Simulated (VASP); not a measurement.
Sn:

```
Sn
1.0
     0.00000    1.91665    1.91665
     1.91665    0.00000    1.91665
     1.91665    1.91665    0.00000
Sn
1
Direct
  0.00000 0.00000 0.00000
```

| Property | Result |
| --- | --- |
| Program | VASP 6.6.1 |
| Task | relaxation of cell and atoms |
| Functional | PBE |
| Potentials or basis | VASP PAW PBE potentials, release 64 (Sn_d) |
| Cutoff | 500 eV |
| k mesh | 8 × 8 × 8 |
| Occupations | gaussian, width 0.1 eV |
| Spin | no spin polarisation |

At the start: pressure 166.4 GPa; volume 14.08 Å³/atom.

Problem. Where does the relaxation end?

Solution. Over 8 steps the energy falls by 3771.6 meV/atom and the volume is 27.56 Å³/atom (+95.7 %); space group Fm-3m (No. 225, to 0.05 Å).

The path:
| step | energy change (eV) | largest force (eV/Å) | pressure (GPa) | volume (Å³) |
| --- | --- | --- | --- | --- |
| 1 | 0.0000 | 0.0000 | 166.43 | 14.08 |
| 2 | -0.0528 | 0.0000 | -38.11 | 69.88 |
| 3 | -3.5584 | 0.0000 | -6.39 | 35.81 |
| 4 | -3.6514 | 0.0000 | -5.53 | 33.31 |
| 5 | -3.7139 | 0.0000 | 7.24 | 24.86 |
| 6 | -3.7652 | 0.0000 | -1.82 | 28.83 |
| 7 | -3.7716 | 0.0000 | -0.33 | 27.90 |
| 8 | -3.7716 | 0.0000 | 0.29 | 27.56 |

Final structure:
```
CELL_PARAMETERS angstrom
0.00000 2.39746 2.39746
2.39746 0.00000 2.39746
2.39746 2.39746 0.00000
ATOMIC_POSITIONS crystal
Sn 0.00000 0.00000 0.00000
```

Caveat: the volume moved by over 15 % at a fixed basis, so the end points are rough.
